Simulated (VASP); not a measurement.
Runs of VASP 6.6.1 on TiH. The structure is that of space group Fm-3m (No. 225), or close to it. The cells are those of the table. 

```tsv
task	level	potentials or basis	cell	cutoff (eV)	gap on the mesh (eV)	pressure (GPa)	relaxed volume (Å³/atom)
single point	BLYP+D3(BJ)	VASP PAW PBE potentials, release 64 (Ti_sv, H)	a = 2.874 Å, angles 60.0°, 2 atoms	520	none	0.1	-
relaxation of cell and atoms	LDA	VASP PAW LDA potentials, release 64 (Ti_sv, H)	relaxed from a = 2.955 Å, angles 60.0°, 2 atoms	600	none	0.0	8.65
relaxation of cell and atoms	PBEsol	VASP PAW PBE potentials, release 64 (Ti_sv, H)	relaxed from a = 2.955 Å, angles 60.0°, 2 atoms	600	none	0.0	8.90
relaxation of cell and atoms	BLYP+D3(BJ)	VASP PAW PBE potentials, release 64 (Ti_sv, H)	relaxed from a = 2.955 Å, angles 60.0°, 2 atoms	600	none	0.0	(a)
single point	LDA	VASP PAW LDA potentials, release 64 (Ti_sv, H)	a = 2.902 Å, angles 60.0°, 2 atoms	520	none	0.1	-
single point	PBEsol	VASP PAW PBE potentials, release 64 (Ti_sv, H)	a = 2.931 Å, angles 60.0°, 2 atoms	520	none	-0.1	-
```

Alike in all rows: no spin polarisation; k mesh 11 × 11 × 11; smearing fermi-dirac 0.05 eV.

Estimate the missing entries.

(a) 8.41.

Caveats: the PAW data sets were made with another functional, which shifts forces and pressure a little (some runs); pairwise dispersion overbinds metals, which lowers pressure and volume (some runs).

A gap of «none» marks levels without a gap at the run's occupations.
